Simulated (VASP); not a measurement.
# ScSi2 (P6/mmm) in VASP: further runs, part 3 of 3

VASP 6.6.1. Earlier steps stand in the parts before.

## (5) Single point, PBEsol (14.37 Å³/atom)

This run uses another cell than the first one, of 14.37 Å³/atom.

INCAR

```
SYSTEM = ScSi2
PREC = Accurate
ENCUT = 520
EDIFF = 1E-6
ISMEAR = -1
SIGMA = 0.05
LREAL = .FALSE.
LASPH = .TRUE.
NELM = 60
ALGO = Normal
ISIF = 2
LWAVE = .FALSE.
LCHARG = .FALSE.
GGA = PS
NBANDS = 16
```

KPOINTS

```
regular mesh
0
G
  13 13 11
  0 0 0
```

POSCAR

```
ScSi2
1.0
    3.6105332048      0.0000000000      0.0000000000
   -1.8052666024      3.1268134766      0.0000000000
    0.0000000000      0.0000000000      3.8176962911
Sc Si
1 2
Direct
    0.0000000000      0.0000000000      0.0000000000
    0.3333333333      0.6666666667      0.5000000000
    0.6666666667      0.3333333333      0.5000000000
```

Potentials or basis: VASP PAW PBE potentials, release 64 (Sc_sv, Si).

Started as:

```sh
$ cat potpaw_PBE.64/Sc_sv/POTCAR potpaw_PBE.64/Si/POTCAR > POTCAR
$ mpirun -np 1 vasp_std > vasp.out
```

OUTCAR:

```text
SYSTEM = ScSi2
   PREC = Accurate
   ENCUT = 520
   EDIFF = 1E-6
   ISMEAR = -1
   LREAL = .FALSE.
   LASPH = .TRUE.
   NELM = 60
   ISIF = 2
   GGA = PS

 ion  position               nearest neighbor table
   1  0.000  0.000  0.000-   2 2.83   3 2.83   2 2.83   3 2.83   3 2.83   3 2.83   2 2.83   2 2.83
                             3 2.83   3 2.83   2 2.83   2 2.83
   2  0.333  0.667  0.500-   3 2.08   3 2.08   3 2.08   1 2.83   1 2.83   1 2.83   1 2.83   1 2.83
                             1 2.83
   3  0.667  0.333  0.500-   2 2.08   2 2.08   2 2.08   1 2.83   1 2.83   1 2.83   1 2.83   1 2.83
                             1 2.83

  LATTYP: Found a hexagonal cell.
 ALAT       =     3.6105332048
 C/A-ratio  =     1.0573774217

  Lattice vectors:

 A1 = (   3.6105332048,   0.0000000000,   0.0000000000)
 A2 = (  -1.8052666024,   3.1268134766,   0.0000000000)
 A3 = (   0.0000000000,   0.0000000000,   3.8176962911)

Analysis of symmetry for initial positions (statically):
=====================================================================
 Subroutine PRICEL returns:
 Original cell was already a primitive cell.

 Routine SETGRP: Setting up the symmetry group for a
 hexagonal supercell.

 Subroutine GETGRP returns: Found 24 space group operations
 (whereof 24 operations were pure point group operations)
 out of a pool of 24 trial point group operations.

The static configuration has the point symmetry D_6h.

Analysis of symmetry for dynamics (positions and initial velocities):
=====================================================================
 Subroutine PRICEL returns:
 Original cell was already a primitive cell.

 Routine SETGRP: Setting up the symmetry group for a
 hexagonal supercell.

 Subroutine GETGRP returns: Found 24 space group operations
[... 115 lines left out ...]
   PSTRESS=    0.0 pullay stress
   NELECT =      19.0000    total number of electrons
   NUPDOWN=      -1.0000    fix difference up-down
   EMIN   =  10.00;   EMAX   =-10.00  energy-range for DOS
   EFERMI =   0.00;   METHOD = LEGACY
   ISMEAR =    -1;   SIGMA  =   0.05  broadening in eV -4-tet -1-fermi 0-gaus
   EFERMI_NEDOS =   21; number of points for ismear=-14 and -15
   IALGO  =     38    algorithm
   IMIX   =      4    mixing-type and parameters
     AMIX     =   0.40;   BMIX     =  1.00
     AMIX_MAG =   1.60;   BMIX_MAG =  1.00
  volume/ion in A,a.u.               =      14.37        96.95
  Fermi-wavevector in a.u.,A,eV,Ry     =   1.245951  2.354507 21.121618  1.552395
  Thomas-Fermi vector in A             =   2.380151
   LORBIT       =      0    0 simple, 1 ext, 2 COOP (PROOUT), +10 PAW based schemes
   GGA     = PS    functional components
   LHFCALC =     F    Hartree Fock is set to
   AEXX    =    0.0000 exact exchange contribution
   IVDW    =     0    specifies the selected vdW correction
   LEPSILON=     F    determine dielectric tensor
   LRPA    =     F    only Hartree local field effects (RPA)
 non-spin polarized calculation
  energy-cutoff  :      520.00
  volume of cell :       43.10
 maximum number of plane-waves:      1178
 NGX is ok and might be reduce to    28
   NGX = 13   NGY = 13   NGZ = 15

 number of electron      19.0000001 magnetization

 Free energy of the ion-electron system (eV)
  ---------------------------------------------------
  ext. energy  EPLUGINS =         0.00000000
  ---------------------------------------------------
  free energy    TOTEN  =       -18.39243458 eV

  energy without entropy =      -18.37670176  energy(sigma->0) =      -18.38456817

 E-fermi :   9.5621     XC(G=0): -11.5175

 val. band max:        9.5605676266   @ k =   0.2308   0.0769   0.3636
 cond. band min:       9.5678778575   @ k =   0.2308   0.0769   0.4545
 fundamental gap:      0.0073102309
 Fermi energy:         9.5620676808

 k-point     1 :       0.0000    0.0000    0.0000
  band No.  band energies     occupation
      1     -39.6534      2.00000
      2     -18.4739      2.00000
      3     -18.3841      2.00000
      4     -18.3841      2.00000
      5      -4.5237      2.00000
      6       5.9921      2.00000
[... 433 lines left out ...]
      3     -18.4175      2.00000
      4     -18.3912      2.00000
      5      -4.1077      2.00000
      6       4.5650      2.00000
[... 8 lines left out ...]
     15      12.8231      0.00000
     16      13.0452      0.00000

 [... further k-points ...]
[... 5 lines left out ...]
  --------------------------------------------------------------------------------------
  -------------------------------------------------------------------------------------
  Total       12.0950235     12.0950235      0.3684662      0.0000000     -0.0000000      0.0000000
  in kB      449.6168752    449.6168752     13.6972546      0.0000000     -0.0000000      0.0000000
  external PRESSURE =     304.3103350 kB  Pullay stress =       0.0000000 kB

 VOLUME and BASIS-vectors are now :
 -----------------------------------------------------------------------------
  energy-cutoff  :      520.00
  volume of cell :       43.10
      direct lattice vectors                 reciprocal lattice vectors
     3.610533205  0.000000000  0.000000000     0.276967402  0.159907204  0.000000000
    -1.805266602  3.126813477  0.000000000     0.000000000  0.319814408  0.000000000
     0.000000000  0.000000000  3.817696291     0.000000000  0.000000000  0.261938070

 POSITION                                       TOTAL-FORCE (eV/Angst)
 -----------------------------------------------------------------------------------
      0.00000      0.00000      0.00000        -0.000000      0.000000      0.000000
     -0.00000      2.08454      1.90885        -0.000000      0.000000      0.000000
      1.80527      1.04227      1.90885         0.000000      0.000000      0.000000
 -----------------------------------------------------------------------------------
    total drift:                               -0.000000      0.000000      0.000000

  FREE ENERGIE OF THE ION-ELECTRON SYSTEM (eV)
  ---------------------------------------------------
  free  energy   TOTEN  =       -18.3924345837 eV

  energy  without entropy=      -18.3767017576  energy(sigma->0) =      -18.38456817
```

Run time: 35 s. Hardware: 1 thread of Intel Xeon 6975P-C (Granite Rapids), shared host; peak memory 0.21 GiB.

What came out:

* Free energy: -18.3924 eV
* Pressure: 30.4 GPa
* Band gap on the k mesh: zero (an odd number of electrons rules out a gap without spin polarisation)

Stress tensor (GPa, compression positive):
```
44.96  0.00  0.00
 0.00 44.96  0.00
 0.00  0.00  1.37
```

Levels at points of the mesh, in eV from the Fermi level:
```tsv
k point	band 5	band 6	band 7	band 8	band 9	band 10	band 11	band 12	band 13	band 14
(0.00, 0.00, 0.00)	-14.09	-3.57	-3.49	-3.49	-2.23	1.11	1.11	1.47	1.71	1.71
```

Caveat: the cell stands under pressure; the PAW data sets were made with another functional, which shifts forces and pressure a little.

## (6) Overview

| cell | gap on the mesh (eV) | pressure (GPa) |
| --- | --- | --- |
| a = 3.660, b = 3.660, c = 3.870 Å, angles 90.0, 90.0, 120.0°, 3 atoms | none | 22.1 |
| a = 3.672, b = 3.672, c = 3.883 Å, angles 90.0, 90.0, 120.0°, 3 atoms | none | 20.2 |
| a = 3.708, b = 3.708, c = 3.921 Å, angles 90.0, 90.0, 120.0°, 3 atoms | none | 15.1 |
| a = 3.611, b = 3.611, c = 3.818 Å, angles 90.0, 90.0, 120.0°, 3 atoms | none | 30.4 |

Alike in all rows: task single point; level PBEsol; potentials or basis VASP PAW PBE potentials, release 64 (Sc_sv, Si); no spin polarisation; k mesh 13 × 13 × 11; cutoff (eV) 520; smearing fermi-dirac 0.05 eV.

Caveats: the cell stands under pressure; the PAW data sets were made with another functional, which shifts forces and pressure a little.

Absolute energies hang on the potentials; compare differences alone.
